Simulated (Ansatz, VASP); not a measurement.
## Two plane-wave programs on Zn

The input INCAR:

```
PREC     = Accurate       # precision mode
ENCUT    = 520            # plane-wave cutoff, eV
EDIFF    = 1E-6           # SCF threshold, eV
ISMEAR   = 0              # smearing method
SIGMA    = 0.15           # smearing width, eV
LREAL    = False          # projectors in reciprocal space
LASPH    = True           # aspherical terms in the spheres
NELM     = 100            # most SCF steps
ALGO     = Fast           # electronic algorithm
ISIF     = 2              # what is computed and relaxed
LWAVE    = False          # write WAVECAR
LCHARG   = False          # write CHGCAR
GGA      = CA             # functional
NBANDS   = 12             # bands
```

File KPOINTS:

```
regular mesh
0
Gamma
  22 22 22
```

POSCAR

```
Zn
1.0
   -1.5611918150      1.5611918150      1.5690370000
    1.5611918150     -1.5611918150      1.5690370000
    1.5768821850      1.5768821850     -1.5690370000
Zn
1
Direct
    0.0000000000      0.0000000000      0.0000000000
```

Input for Ansatz:

```yaml
crystal:
  lattice:
    - [-1.561191815, 1.561191815, 1.569037]
    - [1.561191815, -1.561191815, 1.569037]
    - [1.576882185, 1.576882185, -1.569037]
  atoms:
    - { symbol: Zn, position: [0.0, 0.0, 0.0] }
basis:
  ecutwfc: 420
kpoints:
  mp_grid: { grid: [22, 22, 22] }
hamiltonian:
  xc: lda
scf:
  occupations: { method: gaussian, width: 0.15 }
output:
  forces: true
  stress: true
  eigenvalues: true
```

Change from the starting cell: strain +0.0100 x Voigt [0, 0, 0, 0, 0, 1], atoms carried along.

Alike in both runs: task single point; functional LDA; k mesh 22 × 22 × 22; occupations gaussian, width 0.15 eV; no spin polarisation.

|  | VASP | Ansatz |
| --- | --- | --- |
| version | VASP 6.6.1 | Ansatz 0.2.0 |
| potentials or method | VASP PAW LDA potentials, release 64 (Zn), cutoff 520 eV | scalar-relativistic, plane waves, PAW |
| valence electrons in the cell | 12 | 12 |

|  | VASP | Ansatz | Ansatz less VASP |
| --- | --- | --- | --- |
| gap on the k mesh at the Fermi level (eV) | none | none | - |
| pressure (GPa) | -7.9 | -8.2 | -0.37 |
| traceless stress, the component that is largest in VASP (GPa) | 0.10 | 0.11 | +0.009 |

LDA's correlation is that of Perdew and Zunger in VASP and of Perdew and Wang (1992) in Ansatz. A gap of «none» marks a metal or a gap that the smearing closes.
